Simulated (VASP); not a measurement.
The system is GaCuSe2.

```
Cu Se Ga
1.0
     3.99135    0.00000    0.00000
     0.00000    3.99135    0.00000
     0.00000    0.00000    5.68934
Cu Se Ga
1 2 1
Direct
  0.00000 0.00000 0.00000
  0.00000 0.50000 0.24029
  0.50000 0.00000 0.75971
  0.50000 0.50000 0.50000
```

- Program: VASP 6.6.1
- Task: relaxation of cell and atoms
- Functional: LDA
- Potentials or basis: VASP PAW LDA potentials, release 64 (Cu, Se, Ga_d)
- Cutoff: 600 eV
- k mesh: 6 × 6 × 4
- Occupations: fermi-dirac, width 0.02 eV
- Spin: no spin polarisation

At the start: pressure -5.2 GPa; volume 22.66 Å³/atom.

Where does the relaxation end?

Over 24 steps the energy falls by 31.3 meV/atom and the volume is 20.90 Å³/atom (-7.8 %); space group P-4m2 (No. 115, to 0.05 Å).

The path:
```csv
step,energy change (eV),largest force (eV/Å),pressure (GPa),volume (Å³)
1,0.0000,0.0884,-5.18,90.64
2,-0.1097,0.1052,2.16,81.37
3,-0.1240,0.1059,0.04,83.53
4,-0.1240,0.1067,-0.09,83.67
5,-0.1247,0.0504,-0.12,83.66
6,-0.1249,0.0091,-0.12,83.65
7,-0.1249,0.0023,-0.07,83.66
8,-0.1250,0.0001,-0.01,83.54
9,-0.1250,0.0012,0.08,83.46
10,-0.1250,0.0010,0.02,83.50
11,-0.1250,0.0011,0.07,83.49
12,-0.1250,0.0003,0.08,83.49
13,-0.1250,0.0013,-0.08,83.64
14,-0.1250,0.0007,-0.02,83.57
15,-0.1250,0.0007,0.07,83.56
16,-0.1250,0.0012,-0.12,83.69
17,-0.1250,0.0010,-0.05,83.59
18,-0.1250,0.0013,-0.03,83.58
19,-0.1250,0.0007,0.11,83.58
20,-0.1250,0.0013,-0.11,83.58
21,-0.1250,0.0007,0.00,83.58
22,-0.1250,0.0010,-0.02,83.58
23,-0.1250,0.0013,-0.02,83.58
24,-0.1250,0.0023,-0.01,83.58
```

Final structure:
```
CELL_PARAMETERS angstrom
3.88965 0.00000 0.00000
0.00000 3.88965 0.00000
0.00000 0.00000 5.52440
ATOMIC_POSITIONS crystal
Cu 0.00000 0.00000 0.00000
Se 0.00000 0.50000 0.23804
Se 0.50000 0.00000 0.76196
Ga 0.50000 0.50000 0.50000
```
